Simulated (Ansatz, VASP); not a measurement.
# Two plane-wave programs on SbTeS

The input INCAR:

```
ALGO     = Normal         # electronic algorithm
EDIFF    = 1E-6           # SCF threshold, eV
EDIFFG   = -0.04          # ionic threshold
ENCUT    = 600            # plane-wave cutoff, eV
GGA      = PE             # functional
IBRION   = 2              # ionic algorithm
ISIF     = 3              # what is computed and relaxed
ISMEAR   = 0              # smearing method
LASPH    = True           # aspherical terms in the spheres
LCHARG   = False          # write CHGCAR
LREAL    = False          # projectors in reciprocal space
LWAVE    = False          # write WAVECAR
NELM     = 80             # most SCF steps
NSW      = 90             # ionic steps
PREC     = Accurate       # precision mode
SIGMA    = 0.1            # smearing width, eV
```

File KPOINTS:

```
k-points
0
Gamma
  4 4 4
```

The input POSCAR:

```
SbTeS
1.0
    4.2116018500      0.0000000000      0.0000000000
    0.0000000000      4.2116018500      0.0000000000
    0.0000000000      0.0000000000      4.4419589800
Sb Te S
1 1 1
Direct
    0.5000000000      0.5000000000      0.5000000000
    0.5000000000      0.5000000000      0.0000000000
    0.0000000000      0.0000000000      0.0000000000
```

Input for Ansatz:

```yaml
crystal:
  lattice:
    - [4.21160185, 0.0, 0.0]
    - [0.0, 4.21160185, 0.0]
    - [0.0, 0.0, 4.44195898]
  atoms:
    - { symbol: Sb, position: [0.5, 0.5, 0.5] }
    - { symbol: Te, position: [0.5, 0.5, 0.0] }
    - { symbol: S, position: [0.0, 0.0, 0.0] }
basis:
  ecutwfc: 420
kpoints:
  mp_grid: { grid: [4, 4, 4] }
hamiltonian:
  xc: pbe
scf:
  occupations: { method: gaussian, width: 0.1 }
  lower_state_search: "off"
output:
  forces: true
  stress: true
  eigenvalues: true
relax:
  adjacent_minimum: "off"
  f_tol: 0.04
  max_steps: 70
  cell: { stress_tol: 0.4 }
```

Change from the starting cell: species swapped into the MgNiH type (P4/mmm, No. 123).

Alike in both runs: task relaxation of cell and atoms; functional PBE; k mesh 4 × 4 × 4; occupations gaussian, width 0.1 eV; no spin polarisation.

|  | VASP | Ansatz |
| --- | --- | --- |
| version | VASP 6.6.1 | Ansatz 0.2.0 |
| potentials or method | VASP PAW PBE potentials, release 64 (Sb, Te, S), cutoff 600 eV | scalar-relativistic, plane waves, PAW |
| valence electrons in the cell | 17 | 37 |

|  | VASP | Ansatz | Ansatz less VASP |
| --- | --- | --- | --- |
| gap on the k mesh at the Fermi level, each at its own relaxed structure (eV) | none | none | - |
| relaxed volume (Å³/atom) | 29.81 | 29.95 | +0.137 |
| relaxed cell length with the largest relative difference (Å) | 3.805 | 3.812 | +0.0068 |

A gap of «none» marks a metal or a gap that the smearing closes. VASP's potentials hold 17 valence electrons a cell and Ansatz's 37, so a difference there can come from the potentials and not from the codes.

The k mesh is coarse, so the values compare programs but aren't converged. Spin-orbit coupling is off throughout.
